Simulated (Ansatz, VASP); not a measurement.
## Cd: VASP beside Ansatz

File INCAR:

```
PREC = Accurate
ENCUT = 600
EDIFF = 1E-6
ISMEAR = 0
SIGMA = 0.1
LREAL = False
LASPH = True
NELM = 80
ALGO = Fast
ISIF = 3
LWAVE = False
LCHARG = False
GGA = PE
IBRION = 2
NSW = 100
EDIFFG = -0.005
```

File KPOINTS:

```
regular mesh
0
Gamma
  18 18 8
```

POSCAR

```
Cd
1.0
    2.9584748202      0.0000000000      0.0000000000
   -1.4792374101      2.5621143508      0.0000000000
    0.0000000000      0.0000000000      5.8859279300
Cd
2
Direct
    0.3333333300      0.6666666700      0.2500000000
    0.6666666700      0.3333333300      0.7500000000
```

Input for Ansatz:

```yaml
crystal:
  lattice:
    - [2.9584748202, 0.0, 0.0]
    - [-1.4792374101, 2.5621143508, 0.0]
    - [0.0, 0.0, 5.88592793]
  atoms:
    - { symbol: Cd, position: [0.33333333, 0.66666667, 0.25] }
    - { symbol: Cd, position: [0.66666667, 0.33333333, 0.75] }
basis:
  ecutwfc: 420
kpoints:
  mp_grid: { grid: [18, 18, 8] }
hamiltonian:
  xc: pbe
scf:
  occupations: { method: gaussian, width: 0.1 }
output:
  forces: true
  stress: true
  eigenvalues: true
relax:
  adjacent_minimum: "off"
  f_tol: 0.005
  max_steps: 80
  cell: { stress_tol: 0.05 }
```

Alike in both runs: task relaxation of cell and atoms; functional PBE; k mesh 18 × 18 × 8; occupations gaussian, width 0.1 eV; no spin polarisation.

|  | VASP | Ansatz |
| --- | --- | --- |
| version | VASP 6.6.1 | Ansatz 0.2.0 |
| potentials or method | VASP PAW PBE potentials, release 64 (Cd), cutoff 600 eV | scalar-relativistic, plane waves, PAW |
| valence electrons in the cell | 24 | 40 |

Ansatz gave:

```
gap on the k mesh at the Fermi level, each at its own relaxed structure (eV) : none
relaxed volume (Å³/atom)                                                     : 22.93
relaxed cell length with the largest relative difference (Å)                 : 3.013
```

Question: Estimate VASP's values.

Answer: gap on the k mesh at the Fermi level, each at its own relaxed structure (eV): none; relaxed volume (Å³/atom): 23.00; relaxed cell length with the largest relative difference (Å): 3.020.

A gap of «none» marks a metal or a gap that the smearing closes. VASP's potentials hold 24 valence electrons a cell and Ansatz's 40, so a difference there can come from the potentials and not from the codes.
